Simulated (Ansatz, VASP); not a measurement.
**Sn2PdAu in VASP and in Ansatz**

INCAR

```
SYSTEM = Sn2PdAu
PREC = Accurate
ENCUT = 520
EDIFF = 1E-6
ISMEAR = -1
SIGMA = 0.08
LREAL = .False.
LASPH = .True.
NELM = 100
ALGO = Normal
ISIF = 2
LWAVE = .False.
LCHARG = .True.
LELF = .True.
LVHAR = .True.
NBANDS = 32
```

File KPOINTS:

```
regular mesh
0
Gamma
  10 10 6
  0 0 0
```

Contents of POSCAR:

```
Sn2PdAu
1.0
    4.1240528757      0.0000000000      0.0000000000
   -2.0620264378      3.5715345569      0.0000000000
    0.0000000000      0.0000000000      5.5336000893
Sn Pd Au
2 1 1
Direct
    0.3333333333      0.6666666667      0.2349417728
    0.6666666667      0.3333333333      0.7650582272
    0.0000000000      0.0000000000      0.0000000000
    0.0000000000      0.0000000000      0.5000000000
```

Input for Ansatz:

```yaml
crystal:
  lattice:
    - [4.1240528757, 0.0, 0.0]
    - [-2.06202643785, 3.57153455691, 0.0]
    - [0.0, 0.0, 5.53360008933]
  atoms:
    - { symbol: Sn, position: [0.333333333333, 0.666666666667, 0.23494177281] }
    - { symbol: Sn, position: [0.666666666667, 0.333333333333, 0.76505822719] }
    - { symbol: Pd, position: [0.0, 0.0, 0.0] }
    - { symbol: Au, position: [0.0, 0.0, 0.5] }
kpoints:
  mp_grid: { grid: [10, 10, 6] }
scf:
  occupations: { method: fermi_dirac, width: 0.08 }
hamiltonian:
  xc: lda
  pseudopotentials: { kind: all_electron, lapw: { basis_error: 0.001 } }
output:
  forces: true
  stress: true
  eigenvalues: true
  eigenstates:
    nscf_kmesh: { grid: [12, 12, 8] }
    de_dk: true
    e_range: [-14, 14]
  optics:
    e_range: [0, 30]
    de: 0.2
    sigma: 0.2
    bands: { spectra_wanted_up_to: 30 }
    nscf_kmesh: { grid: [12, 12, 8] }
    drude_damping: 0.1
checkpoint:
  write: ck
  write_wavefunctions: false
```

Alike in both runs: task single point; functional LDA; k mesh 10 × 10 × 6; occupations fermi-dirac, width 0.08 eV; no spin polarisation.

```csv
,VASP,Ansatz
version,VASP 6.6.1,Ansatz 0.2.0
potentials or method,"VASP PAW LDA potentials, release 64 (Sn_d, Pd, Au), cutoff 520 eV","all-electron LAPW, scalar-relativistic"
```

```csv
,VASP,Ansatz,Ansatz less VASP
pressure (GPa),0.3,0.0,-0.26
```

LDA's correlation is that of Perdew and Zunger in VASP and of Perdew and Wang (1992) in Ansatz. Ansatz ran all-electron here, and VASP with PAW potentials. Ansatz's warnings: optics on partly filled bands.

Neither program's run includes spin-orbit coupling.
